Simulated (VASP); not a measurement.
Se, 8 atoms in the cell. It takes space group Pm-3n (No. 223, cubic). Conventional cell: a = 5.505 Å, b = 5.505 Å, c = 5.505 Å, α = 90.00°, β = 90.00°, γ = 90.00°. Se (site symmetry m-3) has 12 Se at 3.08 Å within 4.1 Å. Within 3.6 Å of Se (site symmetry -4m2) lie 14 Se at 2.75 to 3.37 Å. 

```yaml
Program: VASP 6.6.1
Task: single point
Functional: PBE
Potentials_or_basis: VASP PAW PBE potentials, release 64 (Se)
Cutoff: 520 eV
k_mesh: 5 × 5 × 5
Occupations: fermi-dirac, width 0.1 eV
Spin: no spin polarisation
Dipole_correction: no
Further_INCAR_settings: ALGO = Normal; EDIFF = 1e-06; NBANDS = 34
```

Potentials or basis: VASP PAW PBE potentials, release 64 (Se).

Run with:

```bash
$ cat potpaw_PBE.64/Se/POTCAR > POTCAR
$ mpirun -np 1 vasp_std > vasp.out
```

Hardware: 1 thread of Intel(R) Xeon(R) 6975P-C (Granite Rapids), on a shared host.

Question: Estimate the wall time of this run.

Answer: It took 28 s on 1 thread of Intel(R) Xeon(R) 6975P-C (Granite Rapids), on a shared host, peak memory 0.26 GiB. Counts: scf iterations 12, k points 10.
